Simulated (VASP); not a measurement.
The system is CaCdF4.

```
Ca F Cd
1.0
     3.73024    0.00000    0.00000
     0.00000    3.73024    0.00000
     0.00000    0.00000    5.27535
Ca F Cd
1 4 1
Cartesian
  0.0000 0.0000 0.0000
  0.0000 1.8651 3.9565
  0.0000 1.8651 1.3188
  1.8651 0.0000 1.3188
  1.8651 0.0000 3.9565
  1.8651 1.8651 2.6377
```

- Program: VASP 6.6.1
- Task: relaxation of cell and atoms
- Functional: PBE
- Potentials or basis: VASP PAW PBE potentials, release 64 (Ca_sv, F, Cd)
- Cutoff: 600 eV
- k mesh: 6 × 6 × 4
- Occupations: fermi-dirac, width 0.02 eV
- Spin: no spin polarisation

At the start: pressure 14.9 GPa; volume 12.23 Å³/atom.

Q: Where does the relaxation end?

A: Over 10 steps the energy falls by 69.0 meV/atom and the volume is 13.91 Å³/atom (+13.7 %); space group P4/mmm (No. 123, to 0.1 Å) before and after.

Step by step:
```csv
step,energy change (eV),largest force (eV/Å),pressure (GPa),volume (Å³)
1,0.0000,0.1190,14.86,73.40
2,-0.3923,0.0391,-2.49,86.13
3,-0.4136,0.0172,0.08,83.39
4,-0.4136,0.0192,-0.12,83.59
5,-0.4137,0.0099,0.00,83.48
6,-0.4137,0.0073,0.04,83.44
7,-0.4137,0.0073,0.05,83.44
8,-0.4137,0.0084,0.02,83.46
9,-0.4137,0.0081,0.02,83.45
10,-0.4137,0.0040,0.01,83.47
```

Final structure:
```
Ca F Cd
1.0
     3.89370    0.00000    0.00000
     0.00000    3.89370    0.00000
     0.00000    0.00000    5.50572
Ca F Cd
1 4 1
Direct
  0.00000 0.00000 0.00000
  0.00000 0.50000 0.75062
  0.00000 0.50000 0.24938
  0.50000 0.00000 0.24938
  0.50000 0.00000 0.75062
  0.50000 0.50000 0.50000
```
